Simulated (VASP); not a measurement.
# ZrB2 (P6/mmm) in VASP: further runs

The runs below take ZrB2 through single point, with PBE.

All numbers are computed with VASP 6.6.1; they aren't measurements. Logs are shortened: lines on timing, memory, paths and dates and some standing lists are left out, and cuts for length are marked.

## 1. The cell of the first run

It takes space group P6/mmm (No. 191, hexagonal). The conventional cell has a = 3.170 Å, b = 3.170 Å, c = 3.533 Å, α = 90.00°, β = 90.00°, γ = 120.00°. Within 3.6 Å of Zr (site symmetry 6/mmm) lie 12 B at 2.54 Å and 8 Zr at 3.17 to 3.53 Å. B (site symmetry -6m2) has 3 B at 1.83 Å within 2.4 Å.

## 2. Single point, PBE

Input file INCAR:

```
SYSTEM = ZrB2
  PREC = Accurate
  ENCUT = 500
  EDIFF = 1E-6
  ISMEAR = -1
  SIGMA = 0.5
  LREAL = .False.
  LASPH = .True.
  NELM = 120
  ALGO = Normal
  ISIF = 2
  LWAVE = .False.
  LCHARG = .False.
  GGA = PE
  NBANDS = 16
  GGA_COMPAT = .False.
```

Input file KPOINTS:

```
regular mesh
0
Gamma
  10 10 8
  0 0 0
```

Input file POSCAR:

```
ZrB2
1.0
    3.1700000000      0.0000000000      0.0000000000
   -1.5850000000      2.7453005300      0.0000000000
    0.0000000000      0.0000000000      3.5330000000
Zr B
1 2
Direct
    0.0000000000      0.0000000000      0.0000000000
    0.3333330000      0.6666670000      0.5000000000
    0.6666670000      0.3333330000      0.5000000000
```

Potentials or basis: VASP PAW PBE potentials, release 64 (Zr_sv, B).

On the command line:

```
$ cat potpaw_PBE.64/Zr_sv/POTCAR potpaw_PBE.64/B/POTCAR > POTCAR
$ mpirun -np 1 vasp_std > vasp.out
```

OUTCAR:

```text
SYSTEM = ZrB2
   PREC = Accurate
   ENCUT = 500
   EDIFF = 1E-6
   ISMEAR = -1
   LREAL = .False.
   LASPH = .True.
   NELM = 120
   ISIF = 2
   GGA = PE

 ion  position               nearest neighbor table
   1  0.000  0.000  0.000-   2 2.54   3 2.54   2 2.54   3 2.54   3 2.54   3 2.54   2 2.54   2 2.54
                             3 2.54   3 2.54   2 2.54   2 2.54
   2  0.333  0.667  0.500-   3 1.83   3 1.83   3 1.83   1 2.54   1 2.54   1 2.54   1 2.54   1 2.54
                             1 2.54
   3  0.667  0.333  0.500-   2 1.83   2 1.83   2 1.83   1 2.54   1 2.54   1 2.54   1 2.54   1 2.54
                             1 2.54

  LATTYP: Found a hexagonal cell.
 ALAT       =     3.1700000000
 C/A-ratio  =     1.1145110410

  Lattice vectors:

 A1 = (   3.1700000000,   0.0000000000,   0.0000000000)
 A2 = (  -1.5850000000,   2.7453005300,   0.0000000000)
 A3 = (   0.0000000000,   0.0000000000,   3.5330000000)

Analysis of symmetry for initial positions (statically):
=====================================================================
 Subroutine PRICEL returns:
 Original cell was already a primitive cell.

 Routine SETGRP: Setting up the symmetry group for a
 hexagonal supercell.

 Subroutine GETGRP returns: Found 24 space group operations
 (whereof 24 operations were pure point group operations)
 out of a pool of 24 trial point group operations.

The static configuration has the point symmetry D_6h.

Analysis of symmetry for dynamics (positions and initial velocities):
=====================================================================
 Subroutine PRICEL returns:
 Original cell was already a primitive cell.

 Routine SETGRP: Setting up the symmetry group for a
 hexagonal supercell.

 Subroutine GETGRP returns: Found 24 space group operations
 (whereof 24 operations were pure point group operations)
 out of a pool of 24 trial point group operations.

The dynamic configuration has the point symmetry D_6h.

 Subroutine INISYM returns: Found 24 space group operations
 (whereof 24 operations are pure point group operations),
 and found     1 'primitive' translations

----------------------------------------------------------------------------------------

                                     Primitive cell

  volume of cell :      30.7463

  direct lattice vectors                    reciprocal lattice vectors
     3.170000000  0.000000000  0.000000000     0.315457413  0.182129422  0.000000000
[... 82 lines left out ...]
   ISPIN  =      1    spin polarized calculation?
   LNONCOLLINEAR =      F non collinear calculations
   LSORBIT =      F    spin-orbit coupling
   LASPH  =      T    aspherical Exc in radial PAW
   ENCUT  =  500.0 eV  36.75 Ry    6.06 a.u.   5.78  5.78  6.44*2*pi/ulx,y,z
   NELM   =    120;   NELMIN=  2; NELMDL= -5     # of ELM steps
   EDIFF  = 0.1E-05   stopping-criterion for ELM
   LREAL  =      F    real-space projection
   EDIFFG = 0.1E-04   stopping-criterion for IOM
   NSW    =      0    number of steps for IOM
   IBRION =     -1    ionic relax: 0-MD 1-quasi-New 2-CG
   NFREE  =      0    steps in history (QN), initial steepest desc. (CG)
   ISIF   =      2    stress and relaxation
   ISYM   =      2    0-nonsym 1-usesym 2-fastsym
   POTIM  = 0.5000    time-step for ionic-motion
   TEBEG  =    0.0;   TEEND  =   0.0 temperature during run
   PSTRESS=    0.0 pullay stress
   NELECT =      18.0000    total number of electrons
   NUPDOWN=      -1.0000    fix difference up-down
   EMIN   =  10.00;   EMAX   =-10.00  energy-range for DOS
   EFERMI =   0.00;   METHOD = LEGACY
   ISMEAR =    -1;   SIGMA  =   0.50  broadening in eV -4-tet -1-fermi 0-gaus
   EFERMI_NEDOS =   21; number of points for ismear=-14 and -15
   IALGO  =     38    algorithm
   IMIX   =      4    mixing-type and parameters
     AMIX     =   0.40;   BMIX     =  1.00
     AMIX_MAG =   1.60;   BMIX_MAG =  1.00
  volume/ion in A,a.u.               =      10.25        69.16
  Fermi-wavevector in a.u.,A,eV,Ry     =   1.369519  2.588016 25.518847  1.875582
  Thomas-Fermi vector in A             =   2.495387
   LORBIT       =      0    0 simple, 1 ext, 2 COOP (PROOUT), +10 PAW based schemes
   GGA     = PE    functional components
   LHFCALC =     F    Hartree Fock is set to
   AEXX    =    0.0000 exact exchange contribution
   IVDW    =     0    specifies the selected vdW correction
   LEPSILON=     F    determine dielectric tensor
   LRPA    =     F    only Hartree local field effects (RPA)
 non-spin polarized calculation
  energy-cutoff  :      500.00
  volume of cell :       30.75
 maximum number of plane-waves:       793
 NGX is ok and might be reduce to    24
   NGX = 11   NGY = 11   NGZ = 13

 number of electron      18.0000000 magnetization

 Free energy of the ion-electron system (eV)
  ---------------------------------------------------
  ext. energy  EPLUGINS =         0.00000000
  ---------------------------------------------------
  free energy    TOTEN  =       -25.15331097 eV

  energy without entropy =      -24.69208908  energy(sigma->0) =      -24.92270002

 E-fermi :  10.4237     XC(G=0): -12.4412

 val. band max:       10.4094575883   @ k =   0.2000   0.2000   0.1250
 cond. band min:      10.6033699289   @ k =   0.1000  -0.0000   0.5000
 fundamental gap:      0.1939123406
 Fermi energy:        10.4236895776

 k-point     1 :       0.0000    0.0000    0.0000
  band No.  band energies     occupation
      1     -38.0817      2.00000
      2     -16.2648      2.00000
      3     -15.7217      2.00000
      4     -15.7217      2.00000
      5      -2.2001      2.00000
      6       7.8983      1.98727
[... 433 lines left out ...]
      3     -16.1343      2.00000
      4     -15.9834      2.00000
      5       1.2659      2.00000
      6       2.5231      2.00000
[... 8 lines left out ...]
     15      18.8079      0.00000
     16      20.6190      0.00000

 [... further k-points ...]
[... 5 lines left out ...]
  --------------------------------------------------------------------------------------
  -------------------------------------------------------------------------------------
  Total        0.3842924      0.3842924      0.5849766      0.0000000      0.0000000      0.0000000
  in kB       20.0253237     20.0253237     30.4828988      0.0000000      0.0000000      0.0000000
  external PRESSURE =      23.5111821 kB  Pullay stress =       0.0000000 kB

 VOLUME and BASIS-vectors are now :
 -----------------------------------------------------------------------------
  energy-cutoff  :      500.00
  volume of cell :       30.75
      direct lattice vectors                 reciprocal lattice vectors
     3.170000000  0.000000000  0.000000000     0.315457413  0.182129422  0.000000000
    -1.585000000  2.745300530  0.000000000     0.000000000  0.364258845  0.000000000
     0.000000000  0.000000000  3.533000000     0.000000000  0.000000000  0.283045570

 POSITION                                       TOTAL-FORCE (eV/Angst)
 -----------------------------------------------------------------------------------
      0.00000      0.00000      0.00000         0.000000      0.000000     -0.000000
     -0.00000      1.83020      1.76650        -0.000000     -0.000000     -0.000000
      1.58500      0.91510      1.76650        -0.000000      0.000000      0.000000
 -----------------------------------------------------------------------------------
    total drift:                                0.000000      0.000000      0.000000

  FREE ENERGIE OF THE ION-ELECTRON SYSTEM (eV)
  ---------------------------------------------------
  free  energy   TOTEN  =       -25.1533109684 eV

  energy  without entropy=      -24.6920890808  energy(sigma->0) =      -24.92270002
```

OSZICAR:

```text
N       E                     dE             d eps       ncg     rms          rms(c)
DAV:   1     0.100690398016E+03    0.10069E+03   -0.94731E+03  2240   0.108E+03
DAV:   2    -0.236667840287E+02   -0.12436E+03   -0.11901E+03  2960   0.286E+02
DAV:   3    -0.277929182491E+02   -0.41261E+01   -0.41056E+01  3480   0.446E+01
DAV:   4    -0.278544557570E+02   -0.61538E-01   -0.61522E-01  2736   0.489E+00
DAV:   5    -0.278552853815E+02   -0.82962E-03   -0.82961E-03  3360   0.452E-01    0.213E+01
DAV:   6    -0.251882553746E+02    0.26670E+01   -0.60943E+00  2896   0.163E+01    0.856E+00
DAV:   7    -0.251541432324E+02    0.34112E-01   -0.57951E-01  3048   0.473E+00    0.332E+00
DAV:   8    -0.251574657529E+02   -0.33225E-02   -0.91913E-02  2680   0.241E+00    0.370E-01
DAV:   9    -0.251536541748E+02    0.38116E-02   -0.20039E-02  2760   0.102E+00    0.208E-01
DAV:  10    -0.251533046666E+02    0.34951E-03   -0.18645E-03  2568   0.389E-01    0.378E-02
DAV:  11    -0.251533131816E+02   -0.85150E-05   -0.63334E-05  2872   0.765E-02    0.122E-02
DAV:  12    -0.251533108961E+02    0.22855E-05   -0.29173E-06  2512   0.140E-02    0.607E-03
DAV:  13    -0.251533109684E+02   -0.72296E-07   -0.27767E-07  1464   0.517E-03
   1 F= -.25153311E+02 E0= -.24922700E+02  d E =-.461222E+00
```

stdout:

```text
POSCAR found type information on POSCAR ZrB
 POSCAR found :  2 types and       3 ions
 scaLAPACK will be used
 LDA part: xc-table for (Slater+PW92), standard interpolation
 POSCAR, INCAR and KPOINTS ok, starting setup
 FFT: planning ... GRIDC
 FFT: planning ... GRID_SOFT
 FFT: planning ... GRID
 WAVECAR not read
 entering main loop
```

Wall time 16 s (1 thread of Intel Xeon 6975P-C (Granite Rapids), shared host); peak memory 0.16 GiB.

Results:

```
Free energy            : -25.1533 eV
Pressure               : 2.4 GPa
Band gap on the k mesh : zero (bands 9 and 10 overlap by 0.81 eV)
```

Levels at points of the mesh, in eV from the Fermi level:
```csv
k point,band 6,band 7,band 8,band 9,band 10,band 11,band 12,band 13
"(0.00, 0.00, 0.00)",-2.53,-2.53,-2.48,-2.25,3.52,3.52,4.28,4.28
"(0.50, 0.00, 0.00)",-8.41,-3.79,-2.95,-2.57,2.33,2.42,5.03,5.11
"(0.00, 0.00, 0.50)",-6.86,-0.86,-0.86,0.44,0.44,0.88,0.88,1.95
"(0.50, 0.00, 0.50)",-6.89,-4.50,-4.03,-1.91,3.86,4.19,5.41,6.35
```

Caveat: so wide a smearing shifts energies and pressures.

## 3. Single point, PBE

Input file INCAR:

```
  ALGO = Normal
  EDIFF = 1E-6
  ENCUT = 500
  GGA = PE
  GGA_COMPAT = False
  ISIF = 2
  ISMEAR = -1
  LASPH = True
  LCHARG = False
  LREAL = False
  LWAVE = False
  NBANDS = 16
  NELM = 120
  PREC = Accurate
  SIGMA = 0.3
```

Input file KPOINTS:

```
k-points
0
Gamma
  10 10 8
```

POSCAR is that of step 2.

Potentials or basis: VASP PAW PBE potentials, release 64 (Zr_sv, B).

On the command line:

```
$ cat potpaw_PBE.64/Zr_sv/POTCAR potpaw_PBE.64/B/POTCAR > POTCAR
$ mpirun -np 1 vasp_std > vasp.out
```

Run time: 17 s. Hardware: 1 thread of Intel Xeon 6975P-C (Granite Rapids), shared host; peak memory 0.16 GiB.

The run converged. Its results:

| Property | Result |
| --- | --- |
| Free energy | -25.0258 eV |
| Pressure | 1.3 GPa |
| Band gap on the k mesh | zero (bands 9 and 10 overlap by 0.81 eV) |

Stress tensor (GPa, compression positive):
```
1.10 0.00 0.00
0.00 1.10 0.00
0.00 0.00 1.71
```

Levels at points of the mesh, in eV from the Fermi level:
```
           k point  band 6  band 7  band 8  band 9  band 10  band 11  band 12  band 13
(0.00, 0.00, 0.00)   -2.56   -2.56   -2.51   -2.28     3.48     3.48     4.25     4.25
(0.50, 0.00, 0.00)   -8.44   -3.82   -2.98   -2.61     2.30     2.38     5.00     5.07
(0.00, 0.00, 0.50)   -6.89   -0.89   -0.89    0.40     0.40     0.85     0.85     1.91
(0.50, 0.00, 0.50)   -6.92   -4.54   -4.06   -1.93     3.82     4.15     5.37     6.31
```

Caveat: so wide a smearing shifts energies and pressures.

## 4. Single point, PBE

Input file INCAR:

```
ALGO     = Normal         # electronic algorithm
EDIFF    = 1E-6           # SCF threshold, eV
ENCUT    = 500            # plane-wave cutoff, eV
GGA      = PE             # functional
GGA_COMPAT= False        
ISIF     = 2              # what is computed and relaxed
ISMEAR   = -1             # smearing method
LASPH    = True           # aspherical terms in the spheres
LCHARG   = False          # write CHGCAR
LREAL    = False          # projectors in reciprocal space
LWAVE    = False          # write WAVECAR
NBANDS   = 16             # bands
NELM     = 120            # most SCF steps
PREC     = Accurate       # precision mode
SIGMA    = 0.2            # smearing width, eV
```

KPOINTS is that of step 3.

POSCAR is that of step 3.

On the command line:

```
$ cat potpaw_PBE.64/Zr_sv/POTCAR potpaw_PBE.64/B/POTCAR > POTCAR
$ mpirun -np 1 vasp_std > vasp.out
```

It took 15 s on 1 thread of Intel Xeon 6975P-C (Granite Rapids), shared host; peak memory 0.16 GiB.

The run converged. Its results:

| Item | Value |
| --- | --- |
| Free energy | -24.9957 eV |
| Pressure | 1.1 GPa |
| Band gap on the k mesh | zero (bands 9 and 10 overlap by 0.81 eV) |

Stress tensor (GPa, compression positive):
```
0.84 0.00 0.00
0.00 0.84 0.00
0.00 0.00 1.53
```

Levels at points of the mesh, in eV from the Fermi level:
| k point | band 5 | band 6 | band 7 | band 8 | band 9 | band 10 | band 11 | band 12 | band 13 | band 14 |
| --- | --- | --- | --- | --- | --- | --- | --- | --- | --- | --- |
| (0.00, 0.00, 0.00) | -12.67 | -2.57 | -2.57 | -2.53 | -2.29 | 3.46 | 3.46 | 4.23 | 4.23 | 4.92 |
| (0.50, 0.00, 0.00) | -8.90 | -8.45 | -3.84 | -3.00 | -2.62 | 2.29 | 2.36 | 4.98 | 5.05 | 6.58 |
| (0.00, 0.00, 0.50) | -10.64 | -6.90 | -0.91 | -0.91 | 0.39 | 0.39 | 0.84 | 0.84 | 1.89 | 5.10 |
| (0.50, 0.00, 0.50) | -9.87 | -6.94 | -4.55 | -4.07 | -1.95 | 3.80 | 4.14 | 5.35 | 6.29 | 6.53 |

## 5. Single point, PBE

Input file INCAR:

```
PREC = Accurate
ENCUT = 500
EDIFF = 1E-6
ISMEAR = -1
SIGMA = 0.1
LREAL = False
LASPH = True
NELM = 120
ALGO = Normal
ISIF = 2
LWAVE = False
LCHARG = True
GGA = PE
LELF = True
LVHAR = True
NBANDS = 16
GGA_COMPAT = False
```

Input file KPOINTS:

```
regular mesh
0
Gamma
  10 10 8
```

POSCAR is that of step 4.

Potentials or basis: VASP PAW PBE potentials, release 64 (Zr_sv, B).

On the command line:

```
$ cat potpaw_PBE.64/Zr_sv/POTCAR potpaw_PBE.64/B/POTCAR > POTCAR
$ mpirun -np 1 vasp_std > vasp.out
```

OUTCAR:

```text
PREC = Accurate
   ENCUT = 500
   EDIFF = 1E-6
   ISMEAR = -1
   LREAL = False
   LASPH = True
   NELM = 120
   ISIF = 2
   GGA = PE

 ion  position               nearest neighbor table
   1  0.000  0.000  0.000-   2 2.54   3 2.54   2 2.54   3 2.54   3 2.54   3 2.54   2 2.54   2 2.54
                             3 2.54   3 2.54   2 2.54   2 2.54
   2  0.333  0.667  0.500-   3 1.83   3 1.83   3 1.83   1 2.54   1 2.54   1 2.54   1 2.54   1 2.54
                             1 2.54
   3  0.667  0.333  0.500-   2 1.83   2 1.83   2 1.83   1 2.54   1 2.54   1 2.54   1 2.54   1 2.54
                             1 2.54

[... 648 lines left out ...]

 [... further k-points ...]
[... 5 lines left out ...]
  --------------------------------------------------------------------------------------
  -------------------------------------------------------------------------------------
  Total        0.1262475      0.1262475      0.3130684      0.0000000     -0.0000000      0.0000000
  in kB        6.5787081      6.5787081     16.3138726      0.0000000     -0.0000000      0.0000000
  external PRESSURE =       9.8237630 kB  Pullay stress =       0.0000000 kB

 VOLUME and BASIS-vectors are now :
 -----------------------------------------------------------------------------
  energy-cutoff  :      500.00
  volume of cell :       30.75
      direct lattice vectors                 reciprocal lattice vectors
     3.170000000  0.000000000  0.000000000     0.315457413  0.182129422  0.000000000
    -1.585000000  2.745300530  0.000000000     0.000000000  0.364258845  0.000000000
     0.000000000  0.000000000  3.533000000     0.000000000  0.000000000  0.283045570

 POSITION                                       TOTAL-FORCE (eV/Angst)
 -----------------------------------------------------------------------------------
      0.00000      0.00000      0.00000         0.000000      0.000000      0.000000
     -0.00000      1.83020      1.76650        -0.000000      0.000000      0.000000
      1.58500      0.91510      1.76650         0.000000     -0.000000      0.000000
 -----------------------------------------------------------------------------------
    total drift:                                0.000000     -0.000000      0.000000

  FREE ENERGIE OF THE ION-ELECTRON SYSTEM (eV)
  ---------------------------------------------------
  free  energy   TOTEN  =       -24.9796179215 eV

  energy  without entropy=      -24.9686844890  energy(sigma->0) =      -24.97415121
```

Run time: 14 s. Hardware: 1 thread of Intel Xeon 6975P-C (Granite Rapids), shared host; peak memory 0.16 GiB.

What came out:

```yaml
Free_energy: -24.9796 eV
Pressure: 1.0 GPa
Band_gap_on_the_k_mesh: zero (bands 9 and 10 overlap by 0.81 eV)
```

## 6. Summary

```csv
smearing,gap on the mesh (eV),pressure (GPa)
fermi-dirac 0.5 eV,none,2.4
fermi-dirac 0.3 eV,none,1.3
fermi-dirac 0.2 eV,none,1.1
fermi-dirac 0.1 eV,none,1.0
```

Alike in all rows: task single point; level PBE; potentials or basis VASP PAW PBE potentials, release 64 (Zr_sv, B); no spin polarisation; cell as given; k mesh 10 × 10 × 8; cutoff (eV) 500.

Caveats: so wide a smearing shifts energies and pressures (at least some runs).

Absolute energies hang on the potentials; compare differences alone.
